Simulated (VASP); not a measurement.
A run of VASP 6.6.1 is set up as follows.

File INCAR:

```
ALGO = Normal
EDIFF = 1E-7
ENCUT = 520
ISIF = 2
ISMEAR = -1
ISPIN = 2
LASPH = T
LCHARG = F
LMAXMIX = 4
LORBIT = 11
LREAL = F
LWAVE = F
MAGMOM = 1.6
NBANDS = 16
NELM = 150
NUPDOWN = 1.6
PREC = Accurate
SIGMA = 0.03
```

File KPOINTS:

```
k-points
0
Gamma
  13 13 13
```

POSCAR

```
Sc
1.0
    0.0000000000      2.2600000000      2.2600000000
    2.2600000000      0.0000000000      2.2600000000
    2.2600000000      2.2600000000      0.0000000000
Sc
1
Direct
    0.0000000000      0.0000000000      0.0000000000
```

Potentials or basis: VASP PAW LDA potentials, release 64 (Sc_sv).

Launch:

```console
$ cat potpaw_LDA.64/Sc_sv/POTCAR > POTCAR
$ mpirun -np 1 vasp_std > vasp.out
```

Question: Predict the pressure.

Answer: 3.0 GPa.

Caveat: the total moment is fixed, so each spin has its own Fermi level.
